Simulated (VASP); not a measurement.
Here is a VASP 6.6.1 calculation.

The input INCAR:

```
SYSTEM = Ge3Pd
  PREC = Accurate
  ENCUT = 520
  EDIFF = 1E-6
  ISMEAR = 0
  SIGMA = 0.1
  LREAL = .False.
  LASPH = .True.
  NELM = 60
  ALGO = Normal
  ISIF = 2
  LWAVE = .False.
  LCHARG = .True.
  GGA = PE
  LELF = .True.
  LVHAR = .True.
  NBANDS = 34
```

KPOINTS

```
regular mesh
0
Gamma
  4 4 4
  0 0 0
```

Contents of POSCAR:

```
Ge3Pd
1.0
    4.1420931547      0.0000000000      0.0000000000
    0.0000000000      4.1420931547      0.0000000000
    0.0000000000      0.0000000000      4.1420931547
Ge Pd
3 1
Direct
    0.0000000000      0.5000000000      0.5000000000
    0.5000000000      0.0000000000      0.5000000000
    0.5000000000      0.5000000000      0.0000000000
    0.0000000000      0.0000000000      0.0000000000
```

Potentials or basis: VASP PAW PBE potentials, release 64 (Ge_d, Pd).

Launch:

```bash
$ cat potpaw_PBE.64/Ge_d/POTCAR potpaw_PBE.64/Pd/POTCAR > POTCAR
$ mpirun -np 1 vasp_std > vasp.out
```

(1) Estimate the pressure.

(2) Predict the band gap on the k mesh.

Results:

(1) -0.3 GPa.

(2) zero (band 26 reaches 7.71 eV, above the bottom of band 27 at 5.94 eV).

Caveat: the k points lie up to 0.38 Å⁻¹ apart.
